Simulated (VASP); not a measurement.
# Cu (P6_3/mmc) in VASP: further runs, part 2 of 2

VASP 6.6.1.

### 4 Single point, r2SCAN (11.45 Å³/atom)

This run uses another cell than the first one, of 11.45 Å³/atom.

File POSCAR:

```
Cu
1.0
    2.5302489981      0.0000000000      0.0000000000
   -1.2651244990      2.1912599102      0.0000000000
    0.0000000000      0.0000000000      8.2617582564
Cu
4
Direct
    1.0000000000      1.0000000000      1.0000000000
    1.0000000000      1.0000000000      0.5000000000
    0.3333333333      0.6666666667      0.2500000000
    0.6666666667      0.3333333333      0.7500000000
```

File INCAR.step1:

```
SYSTEM = Cu
ALGO = Normal ; EDIFF = 1E-4
ENCUT = 520 ; GGA = PE
ISMEAR = -1 ; LASPH = .True.
LCHARG = .False. ; LREAL = .False.
LWAVE = .True. ; NBANDS = 30
NELM = 80 ; PREC = Accurate
SIGMA = 0.1
```

File INCAR.step2:

```
SYSTEM = Cu
ALGO = Normal ; EDIFF = 1E-6
ENCUT = 520 ; ISIF = 2
ISMEAR = -1 ; ISTART = 1
LASPH = .True. ; LCHARG = .True.
LELF = .True. ; LMIXTAU = .True.
LREAL = .False. ; LVHAR = .True.
LWAVE = .False. ; METAGGA = R2SCAN
NBANDS = 30 ; NELM = 80
PREC = Accurate ; SIGMA = 0.1
```

File KPOINTS:

```
k-points
0
Gamma
  16 16 5
  0 0 0
```

Potentials or basis: VASP PAW PBE potentials, release 64 (Cu).

Launch:

```bash
$ cat potpaw_PBE.64/Cu/POTCAR > POTCAR
$ cp INCAR.step1 INCAR
$ mpirun -np 1 vasp_std > vasp.out
$ cp INCAR.step2 INCAR
$ mpirun -np 1 vasp_std > vasp.out
```

OUTCAR:

```text
SYSTEM = Cu
   EDIFF = 1E-6
   ENCUT = 520
   ISIF = 2
   ISMEAR = -1
   ISTART = 1
   LASPH = .True.
   LREAL = .False.
   METAGGA = R2SCAN
   NELM = 80
   PREC = Accurate

 ion  position               nearest neighbor table
   1  0.000  0.000  0.000-   3 2.53   4 2.53   3 2.53   4 2.53   4 2.53   3 2.53
   2  0.000  0.000  0.500-   3 2.53   4 2.53   3 2.53   4 2.53   4 2.53   3 2.53
   3  0.333  0.667  0.250-   1 2.53   2 2.53   1 2.53   2 2.53   1 2.53   2 2.53
   4  0.667  0.333  0.750-   1 2.53   2 2.53   1 2.53   2 2.53   1 2.53   2 2.53

  LATTYP: Found a hexagonal cell.
 ALAT       =     2.5302489981
 C/A-ratio  =     3.2651957426

  Lattice vectors:

 A1 = (   2.5302489981,   0.0000000000,   0.0000000000)
 A2 = (  -1.2651244990,   2.1912599102,   0.0000000000)
 A3 = (   0.0000000000,   0.0000000000,   8.2617582564)

Analysis of symmetry for initial positions (statically):
=====================================================================
 Subroutine PRICEL returns:
 Original cell was already a primitive cell.

 Routine SETGRP: Setting up the symmetry group for a
 hexagonal supercell.

 Subroutine GETGRP returns: Found 24 space group operations
 (whereof 12 operations were pure point group operations)
 out of a pool of 24 trial point group operations.

The static configuration has the point symmetry D_3d.
 The point group associated with its full space group is D_6h.

Analysis of symmetry for dynamics (positions and initial velocities):
=====================================================================
 Subroutine PRICEL returns:
 Original cell was already a primitive cell.

 Routine SETGRP: Setting up the symmetry group for a
 hexagonal supercell.

 Subroutine GETGRP returns: Found 24 space group operations
 (whereof 12 operations were pure point group operations)
 out of a pool of 24 trial point group operations.

The dynamic configuration has the point symmetry D_3d.
 The point group associated with its full space group is D_6h.

 Subroutine INISYM returns: Found 24 space group operations
[... 122 lines left out ...]
  volume/ion in A,a.u.               =      11.45        77.28
  Fermi-wavevector in a.u.,A,eV,Ry     =   1.615285  3.052446 35.499584  2.609146
  Thomas-Fermi vector in A             =   2.710057
   LORBIT       =      0    0 simple, 1 ext, 2 COOP (PROOUT), +10 PAW based schemes
   METAGGA = R2SCAN    functional components
   LHFCALC =     F    Hartree Fock is set to
   AEXX    =    0.0000 exact exchange contribution
   IVDW    =     0    specifies the selected vdW correction
   LEPSILON=     F    determine dielectric tensor
   LRPA    =     F    only Hartree local field effects (RPA)
 non-spin polarized calculation
  energy-cutoff  :      520.00
  volume of cell :       45.81
 maximum number of plane-waves:      1249
 NGX is ok and might be reduce to    20
   NGX =  9   NGY =  9   NGZ = 31

 number of electron      43.9999989 magnetization

 Free energy of the ion-electron system (eV)
  ---------------------------------------------------
  ext. energy  EPLUGINS =         0.00000000
  ---------------------------------------------------
  free energy    TOTEN  =       -43.30405627 eV

  energy without entropy =      -43.26197627  energy(sigma->0) =      -43.28301627

 E-fermi :   7.7419     XC(G=0): -13.9533

 val. band max:        7.7301579718   @ k =   0.3750   0.1250   0.4000
 cond. band min:       7.7537678294   @ k =   0.3125   0.1875   0.4000
 fundamental gap:      0.0236098576
 Fermi energy:         7.7419034805

 k-point     1 :       0.0000    0.0000    0.0000
  band No.  band energies     occupation
      1      -2.1319      2.00000
      2       0.1162      2.00000
      3       0.1220      2.00000
      4       2.3656      2.00000
      5       4.2730      2.00000
      6       4.2777      2.00000
[... 781 lines left out ...]
     29      17.9417      0.00000
     30      19.6561      0.00000

 [... further k-points ...]

------------------------ aborting loop because EDIFF is reached ----------------------------------------

  FORCE on cell =-STRESS in cart. coord.  units (eV):
  Direction    XX          YY          ZZ          XY          YZ          ZX
  --------------------------------------------------------------------------------------
  -------------------------------------------------------------------------------------
  Total        0.1709982      0.1709982      0.2168841      0.0000000      0.0000000      0.0000000
  in kB        5.9809827      5.9809827      7.5859267      0.0000000      0.0000000      0.0000000
  external PRESSURE =       6.5159640 kB  Pullay stress =       0.0000000 kB

 VOLUME and BASIS-vectors are now :
 -----------------------------------------------------------------------------
  energy-cutoff  :      520.00
  volume of cell :       45.81
      direct lattice vectors                 reciprocal lattice vectors
     2.530248998  0.000000000  0.000000000     0.395218020  0.228179230  0.000000000
    -1.265124499  2.191259910  0.000000000     0.000000000  0.456358461  0.000000000
     0.000000000  0.000000000  8.261758256     0.000000000  0.000000000  0.121039610

 POSITION                                       TOTAL-FORCE (eV/Angst)
 -----------------------------------------------------------------------------------
      0.00000      0.00000      0.00000         0.000000      0.000000      0.000000
      0.00000      0.00000      4.13088         0.000000      0.000000      0.000000
     -0.00000      1.46084      2.06544         0.000000      0.000000     -0.000000
      1.26512      0.73042      6.19632        -0.000000     -0.000000      0.000000
 -----------------------------------------------------------------------------------
    total drift:                                0.000000     -0.000000      0.000000

  FREE ENERGIE OF THE ION-ELECTRON SYSTEM (eV)
  ---------------------------------------------------
  free  energy   TOTEN  =       -43.3040562713 eV

  energy  without entropy=      -43.2619762657  energy(sigma->0) =      -43.28301627
```

OUTCAR.step1:

```text
SYSTEM = Cu
   EDIFF = 1E-4
   ENCUT = 520
   GGA = PE
   ISMEAR = -1
   LASPH = .True.
   LREAL = .False.
   NELM = 80
[... 1021 lines left out ...]
      0.00000      0.00000      4.13088        -0.000000      0.000000      0.000000
     -0.00000      1.46084      2.06544         0.000000      0.000000      0.000000
      1.26512      0.73042      6.19632        -0.000000     -0.000000     -0.000000
 -----------------------------------------------------------------------------------
    total drift:                                0.000000     -0.000000      0.000000

  FREE ENERGIE OF THE ION-ELECTRON SYSTEM (eV)
  ---------------------------------------------------
  free  energy   TOTEN  =       -14.8629845177 eV

  energy  without entropy=      -14.8191923097  energy(sigma->0) =      -14.84108841
```

Wall time 9.3 min (1 thread of Intel Xeon 8259CL, shared host); peak memory 0.23 GiB.

Results:

```yaml
Free_energy: -43.3041 eV
Pressure: 0.7 GPa
Band_gap_on_the_k_mesh: zero (bands 22 and 23 overlap by 5.55 eV)
```

Stress tensor (GPa, compression positive):
```
0.60 0.00 0.00
0.00 0.60 0.00
0.00 0.00 0.76
```

Levels at points of the mesh, in eV from the Fermi level:
| k point | band 18 | band 19 | band 20 | band 21 | band 22 | band 23 | band 24 | band 25 | band 26 | band 27 |
| --- | --- | --- | --- | --- | --- | --- | --- | --- | --- | --- |
| (0.00, 0.00, 0.00) | -2.24 | -2.24 | -2.07 | -2.07 | -1.77 | -1.77 | -1.10 | 4.18 | 13.30 | 13.30 |
| (0.50, 0.00, 0.00) | -1.62 | -1.62 | -1.60 | -0.66 | 0.44 | 1.06 | 1.69 | 5.03 | 5.04 | 9.05 |

Caveat: the PAW data sets were made with another functional, which shifts forces and pressure a little.

### 5 The runs side by side

```csv
cell,gap on the mesh (eV),pressure (GPa)
"a = 2.461, b = 2.461, c = 8.035 Å, angles 90.0, 90.0, 120.0°, 4 atoms",none,17.5
"a = 2.496, b = 2.496, c = 8.150 Å, angles 90.0, 90.0, 120.0°, 4 atoms",none,8.0
"a = 2.530, b = 2.530, c = 8.262 Å, angles 90.0, 90.0, 120.0°, 4 atoms",none,0.7
```

Alike in all rows: task single point; level r2SCAN; potentials or basis VASP PAW PBE potentials, release 64 (Cu); no spin polarisation; k mesh 16 × 16 × 5; cutoff (eV) 520; smearing fermi-dirac 0.1 eV.

Caveats: the PAW data sets were made with another functional, which shifts forces and pressure a little; the cell stands under pressure (at least some runs).

Total energies depend on the potentials used, so only differences within one code and one set of settings carry meaning.
